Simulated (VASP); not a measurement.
# Cu3N (Pm-3m) in VASP: further runs, part 2 of 2

VASP 6.6.1.

### 3 Single point, PBEsol

Contents of INCAR:

```
SYSTEM = Cu3N
ALGO = Normal
EDIFF = 1E-6
ENCUT = 600
GGA = PS
GGA_COMPAT = .False.
ISIF = 2
ISMEAR = 0
LASPH = .True.
LCHARG = .False.
LREAL = .False.
LWAVE = .False.
NBANDS = 27
NELM = 120
PREC = Accurate
SIGMA = 0.01
```

Contents of KPOINTS:

```
k-points
0
Gamma
  6 6 6
  0 0 0
```

Contents of POSCAR:

```
Cu3N
1.0
    3.8070000000      0.0000000000      0.0000000000
    0.0000000000      3.8070000000      0.0000000000
    0.0000000000      0.0000000000      3.8070000000
Cu N
3 1
Direct
    0.5000000000      0.0000000000      0.0000000000
    0.0000000000      0.5000000000      0.0000000000
    0.0000000000      0.0000000000      0.5000000000
    0.0000000000      0.0000000000      0.0000000000
```

Potentials or basis: VASP PAW PBE potentials, release 64 (Cu, N).

Run with:

```
> cat potpaw_PBE.64/Cu/POTCAR potpaw_PBE.64/N/POTCAR > POTCAR
> mpirun -np 1 vasp_std > vasp.out
```

OUTCAR:

```text
SYSTEM = Cu3N
   EDIFF = 1E-6
   ENCUT = 600
   GGA = PS
   ISIF = 2
   ISMEAR = 0
   LASPH = .True.
   LREAL = .False.
   NELM = 120
   PREC = Accurate

 ion  position               nearest neighbor table
   1  0.500  0.000  0.000-   4 1.90   4 1.90   2 2.69   3 2.69   2 2.69   2 2.69   3 2.69   3 2.69
                             3 2.69   2 2.69
   2  0.000  0.500  0.000-   4 1.90   4 1.90   1 2.69   3 2.69   1 2.69   3 2.69   3 2.69   3 2.69
                             1 2.69   1 2.69
   3  0.000  0.000  0.500-   4 1.90   4 1.90   1 2.69   1 2.69   2 2.69   2 2.69   2 2.69   2 2.69
                             1 2.69   1 2.69
   4  0.000  0.000  0.000-   1 1.90   2 1.90   3 1.90   3 1.90   2 1.90   1 1.90

  LATTYP: Found a simple cubic cell.
 ALAT       =     3.8070000000

  Lattice vectors:

 A1 = (   3.8070000000,   0.0000000000,   0.0000000000)
 A2 = (   0.0000000000,   3.8070000000,   0.0000000000)
 A3 = (   0.0000000000,   0.0000000000,   3.8070000000)

Analysis of symmetry for initial positions (statically):
=====================================================================
 Subroutine PRICEL returns:
 Original cell was already a primitive cell.

 Routine SETGRP: Setting up the symmetry group for a
 simple cubic supercell.

 Subroutine GETGRP returns: Found 48 space group operations
 (whereof 48 operations were pure point group operations)
 out of a pool of 48 trial point group operations.

The static configuration has the point symmetry O_h .

Analysis of symmetry for dynamics (positions and initial velocities):
=====================================================================
 Subroutine PRICEL returns:
 Original cell was already a primitive cell.

 Routine SETGRP: Setting up the symmetry group for a
 simple cubic supercell.

 Subroutine GETGRP returns: Found 48 space group operations
 (whereof 48 operations were pure point group operations)
 out of a pool of 48 trial point group operations.

The dynamic configuration has the point symmetry O_h .

 Subroutine INISYM returns: Found 48 space group operations
 (whereof 48 operations are pure point group operations),
 and found     1 'primitive' translations

----------------------------------------------------------------------------------------

                                     Primitive cell

  volume of cell :      55.1758

  direct lattice vectors                    reciprocal lattice vectors
     3.807000000  0.000000000  0.000000000     0.262674022  0.000000000  0.000000000
     0.000000000  3.807000000  0.000000000     0.000000000  0.262674022  0.000000000
     0.000000000  0.000000000  3.807000000     0.000000000  0.000000000  0.262674022

  length of vectors
     3.807000000  3.807000000  3.807000000     0.262674022  0.262674022  0.262674022

  position of ions in fractional coordinates (direct lattice)
     0.500000000  0.000000000  0.000000000
     0.000000000  0.500000000  0.000000000
     0.000000000  0.000000000  0.500000000
     0.000000000  0.000000000  0.000000000

  ion indices of the primitive-cell ions
   primitive index   ion index
                 1           1
                 2           2
                 3           3
[... 21 lines left out ...]
     0.000000000  0.000000000  0.000000000

 Subroutine IBZKPT returns following result:
 ===========================================

 Found     20 irreducible k-points:

 Following reciprocal coordinates:
            Coordinates               Weight
  0.000000  0.000000  0.000000      1.000000
  0.166667  0.000000  0.000000      6.000000
  0.333333  0.000000  0.000000      6.000000
  0.500000  0.000000  0.000000      3.000000
  0.166667  0.166667  0.000000     12.000000
  0.333333  0.166667  0.000000     24.000000
[... 12 lines left out ...]
  0.500000  0.500000  0.333333      6.000000
  0.500000  0.500000  0.500000      1.000000
   k-points           NKPTS =     20   k-points in BZ     NKDIM =     20   number of bands    NBANDS=     27
   number of dos      NEDOS =    301   number of ions     NIONS =      4
   total plane-waves  NPLWV =  27000
   dimension x,y,z NGX =    30 NGY =   30 NGZ =   30
   dimension x,y,z NGXF=    60 NGYF=   60 NGZF=   60
   ions per type =               3   1
   NGX,Y,Z   is equivalent  to a cutoff of  13.10, 13.10, 13.10 a.u.
   NGXF,Y,Z  is equivalent  to a cutoff of  26.20, 26.20, 26.20 a.u.
 SYSTEM =  Cu3N
   PREC   = accura    normal or accurate (medium, high low for compatibility)
   ISTART =      0    job   : 0-new  1-cont  2-samecut
   ICHARG =      2    charge: 1-file 2-atom 10-const
   ISPIN  =      1    spin polarized calculation?
   LNONCOLLINEAR =      F non collinear calculations
   LSORBIT =      F    spin-orbit coupling
   LASPH  =      T    aspherical Exc in radial PAW
   ENCUT  =  600.0 eV  44.10 Ry    6.64 a.u.   7.60  7.60  7.60*2*pi/ulx,y,z
   NELM   =    120;   NELMIN=  2; NELMDL= -5     # of ELM steps
   EDIFF  = 0.1E-05   stopping-criterion for ELM
   LREAL  =      F    real-space projection
   EDIFFG = 0.1E-04   stopping-criterion for IOM
   NSW    =      0    number of steps for IOM
   IBRION =     -1    ionic relax: 0-MD 1-quasi-New 2-CG
   NFREE  =      0    steps in history (QN), initial steepest desc. (CG)
   ISIF   =      2    stress and relaxation
   ISYM   =      2    0-nonsym 1-usesym 2-fastsym
   POTIM  = 0.5000    time-step for ionic-motion
   TEBEG  =    0.0;   TEEND  =   0.0 temperature during run
   PSTRESS=    0.0 pullay stress
   NELECT =      38.0000    total number of electrons
   NUPDOWN=      -1.0000    fix difference up-down
   EMIN   =  10.00;   EMAX   =-10.00  energy-range for DOS
   EFERMI =   0.00;   METHOD = LEGACY
   ISMEAR =     0;   SIGMA  =   0.01  broadening in eV -4-tet -1-fermi 0-gaus
   EFERMI_NEDOS =   21; number of points for ismear=-14 and -15
   IALGO  =     38    algorithm
   IMIX   =      4    mixing-type and parameters
     AMIX     =   0.40;   BMIX     =  1.00
     AMIX_MAG =   1.60;   BMIX_MAG =  1.00
  volume/ion in A,a.u.               =      13.79        93.09
  Fermi-wavevector in a.u.,A,eV,Ry     =   1.445728  2.732029 28.437924  2.090128
  Thomas-Fermi vector in A             =   2.563877
   LORBIT       =      0    0 simple, 1 ext, 2 COOP (PROOUT), +10 PAW based schemes
   GGA     = PS    functional components
   LHFCALC =     F    Hartree Fock is set to
   AEXX    =    0.0000 exact exchange contribution
   IVDW    =     0    specifies the selected vdW correction
   LEPSILON=     F    determine dielectric tensor
   LRPA    =     F    only Hartree local field effects (RPA)
 non-spin polarized calculation
 Gauss-broadening in eV      SIGMA  =   0.01
  energy-cutoff  :      600.00
  volume of cell :       55.18
 maximum number of plane-waves:      1856
   NGX = 15   NGY = 15   NGZ = 15

 number of electron      37.9999955 magnetization

 Free energy of the ion-electron system (eV)
  ---------------------------------------------------
  ext. energy  EPLUGINS =         0.00000000
  ---------------------------------------------------
  free energy    TOTEN  =       -20.41465270 eV

  energy without entropy =      -20.41465270  energy(sigma->0) =      -20.41465270

 E-fermi :   4.9017     XC(G=0): -11.0252

 val. band max:        4.8204818529   @ k =   0.5000   0.5000   0.5000
 cond. band min:       4.9581972459   @ k =   0.5000   0.5000   0.0000
 fundamental gap:      0.1377153930
 Fermi energy:         4.9016710969

 k-point     1 :       0.0000    0.0000    0.0000
  band No.  band energies     occupation
      1     -12.0340      2.00000
      2      -0.4870      2.00000
      3      -0.0203      2.00000
      4      -0.0203      2.00000
      5      -0.0203      2.00000
      6       0.9178      2.00000
[... 589 lines left out ...]
     26      12.8519      0.00000
     27      15.5028      0.00000

------------------------ aborting loop because EDIFF is reached ----------------------------------------

  FORCE on cell =-STRESS in cart. coord.  units (eV):
  Direction    XX          YY          ZZ          XY          YZ          ZX
  --------------------------------------------------------------------------------------
  -------------------------------------------------------------------------------------
  Total       -1.1252176     -1.1252176     -1.1252176      0.0000000     -0.0000000      0.0000000
  in kB      -32.6737125    -32.6737125    -32.6737125      0.0000000     -0.0000000      0.0000000
  external PRESSURE =     -32.6737125 kB  Pullay stress =       0.0000000 kB

 VOLUME and BASIS-vectors are now :
 -----------------------------------------------------------------------------
  energy-cutoff  :      600.00
  volume of cell :       55.18
      direct lattice vectors                 reciprocal lattice vectors
     3.807000000  0.000000000  0.000000000     0.262674022  0.000000000  0.000000000
     0.000000000  3.807000000  0.000000000     0.000000000  0.262674022  0.000000000
     0.000000000  0.000000000  3.807000000     0.000000000  0.000000000  0.262674022

 POSITION                                       TOTAL-FORCE (eV/Angst)
 -----------------------------------------------------------------------------------
      1.90350      0.00000      0.00000         0.000000      0.000000      0.000000
      0.00000      1.90350      0.00000         0.000000      0.000000      0.000000
      0.00000      0.00000      1.90350         0.000000      0.000000      0.000000
      0.00000      0.00000      0.00000         0.000000      0.000000      0.000000
 -----------------------------------------------------------------------------------
    total drift:                                0.000000      0.000000      0.000000

  FREE ENERGIE OF THE ION-ELECTRON SYSTEM (eV)
  ---------------------------------------------------
  free  energy   TOTEN  =       -20.4146527025 eV

  energy  without entropy=      -20.4146527025  energy(sigma->0) =      -20.41465270
```

stdout:

```text
POSCAR found type information on POSCAR CuN
 POSCAR found :  2 types and       4 ions
 scaLAPACK will be used
 -----------------------------------------------------------------------------
|                                                                             |
|                                                                             |
|     You enforced a specific xc type in the INCAR file but a different       |
|     I HOPE YOU KNOW WHAT YOU ARE DOING!                                     |
|                                                                             |
 -----------------------------------------------------------------------------

 LDA part: xc-table for (Slater+PW92), standard interpolation
 POSCAR, INCAR and KPOINTS ok, starting setup
 FFT: planning ... GRIDC
 FFT: planning ... GRID_SOFT
 FFT: planning ... GRID
 WAVECAR not read
 entering main loop
```

It took 54 s on 1 thread of Intel Xeon 8259CL, shared host; peak memory 0.18 GiB.

Results:

- Free energy: -20.4147 eV
- Pressure: -3.3 GPa
- Band gap on the k mesh: 0.14 eV (least direct gap 0.69 eV)

Caveat: the cell stands under tension; the PAW data sets were made with another functional, which shifts forces and pressure a little.

### 4 Single point, RPBE

Contents of INCAR:

```
SYSTEM = Cu3N
ALGO     = Normal         ! electronic algorithm
EDIFF    = 1E-6           ! SCF threshold, eV
ENCUT    = 600            ! plane-wave cutoff, eV
GGA      = RP             ! functional
GGA_COMPAT= .FALSE.      
ISIF     = 2              ! what is computed and relaxed
ISMEAR   = 0              ! smearing method
LASPH    = .TRUE.         ! aspherical terms in the spheres
LCHARG   = .FALSE.        ! write CHGCAR
LREAL    = .FALSE.        ! projectors in reciprocal space
LWAVE    = .FALSE.        ! write WAVECAR
NBANDS   = 27             ! bands
NELM     = 120            ! most SCF steps
PREC     = Accurate       ! precision mode
SIGMA    = 0.01           ! smearing width, eV
```

Contents of KPOINTS:

```
k-points
0
G
  6 6 6
  0 0 0
```

POSCAR is that of step 3.

Run with:

```
> cat potpaw_PBE.64/Cu/POTCAR potpaw_PBE.64/N/POTCAR > POTCAR
> mpirun -np 1 vasp_std > vasp.out
```

Wall time 63 s (1 thread of Intel Xeon 8259CL, shared host); peak memory 0.18 GiB.

The run converged. Its results:

- Free energy: -16.5508 eV
- Pressure: 6.5 GPa
- Band gap on the k mesh: 0.19 eV (least direct gap 0.74 eV)

Levels at points of the mesh, in eV from the valence-band top:
```
           k point  band 17  band 18  band 19  band 20  band 21  band 22
(0.00, 0.00, 0.00)    -1.84    -1.84    -1.81     1.00     5.33     5.33
(0.50, 0.00, 0.00)    -1.84    -1.42    -1.42     1.58     3.34     6.86
(0.50, 0.50, 0.00)    -1.08    -1.08    -0.69     0.19     3.61     4.85
(0.50, 0.50, 0.50)     0.00     0.00     0.00     0.81     0.81     0.81
```

Caveat: the cell stands under pressure; the PAW data sets were made with another functional, which shifts forces and pressure a little. A k mesh can miss the band edges.

### 5 Single point, BLYP

Contents of INCAR:

```
AGGAC = 1.0 ; AGGAX = 1.0
ALDAC = 0.0 ; ALDAX = 1.0
ALGO = Normal ; EDIFF = 1E-6
ENCUT = 600 ; GGA = B5
GGA_COMPAT = F ; ISIF = 2
ISMEAR = 0 ; LASPH = T
LCHARG = T ; LELF = T
LREAL = F ; LVHAR = T
LWAVE = F ; NBANDS = 27
NELM = 120 ; PREC = Accurate
SIGMA = 0.01
```

Contents of KPOINTS:

```
k-points
0
Gamma
  6 6 6
```

POSCAR is that of step 4.

Run with:

```
> cat potpaw_PBE.64/Cu/POTCAR potpaw_PBE.64/N/POTCAR > POTCAR
> mpirun -np 1 vasp_std > vasp.out
```

Wall time 81 s (1 thread of Intel Xeon 8259CL, shared host); peak memory 0.18 GiB.

Results (log left out):

| Property | Result |
| --- | --- |
| Free energy | -16.1276 eV |
| Pressure | 8.7 GPa |
| Band gap on the k mesh | 0.39 eV (least direct gap 0.93 eV) |

Levels at points of the mesh, in eV from the valence-band top:
| k point | band 16 | band 17 | band 18 | band 19 | band 20 | band 21 | band 22 | band 23 |
| --- | --- | --- | --- | --- | --- | --- | --- | --- |
| (0.00, 0.00, 0.00) | -1.84 | -1.84 | -1.84 | -1.80 | 1.13 | 5.35 | 5.35 | 6.72 |
| (0.50, 0.00, 0.00) | -2.20 | -1.84 | -1.39 | -1.39 | 1.69 | 3.51 | 6.75 | 7.36 |
| (0.50, 0.50, 0.00) | -2.17 | -1.07 | -1.07 | -0.66 | 0.39 | 3.62 | 4.95 | 4.95 |
| (0.50, 0.50, 0.50) | -1.88 | 0.00 | 0.00 | 0.00 | 0.98 | 0.98 | 0.98 | 6.62 |

Caveat: the cell stands under pressure; the PAW data sets were made with another functional, which shifts forces and pressure a little. A k mesh can miss the band edges.

### 6 The runs side by side

| level | gap on the mesh (eV) | pressure (GPa) |
| --- | --- | --- |
| PBE | 0.19 | 2.8 |
| PBEsol | 0.14 | -3.3 |
| RPBE | 0.19 | 6.5 |
| BLYP | 0.39 | 8.7 |

Alike in all rows: task single point; potentials or basis VASP PAW PBE potentials, release 64 (Cu, N); no spin polarisation; cell as given; k mesh 6 × 6 × 6; cutoff (eV) 600; smearing gaussian 0.01 eV.

On the cell as given the gap runs from 0.14 eV (PBEsol) to 0.39 eV (BLYP). The pressure there spans -3.3 GPa (PBEsol) to 8.7 GPa (BLYP); a positive pressure means that this level wants a larger cell, a negative one a smaller.

Caveats: the PAW data sets were made with another functional, which shifts forces and pressure a little (at least some runs); the cell stands under pressure (at least some runs); the cell stands under tension (at least some runs).

Absolute energies hang on the potentials; compare differences alone.
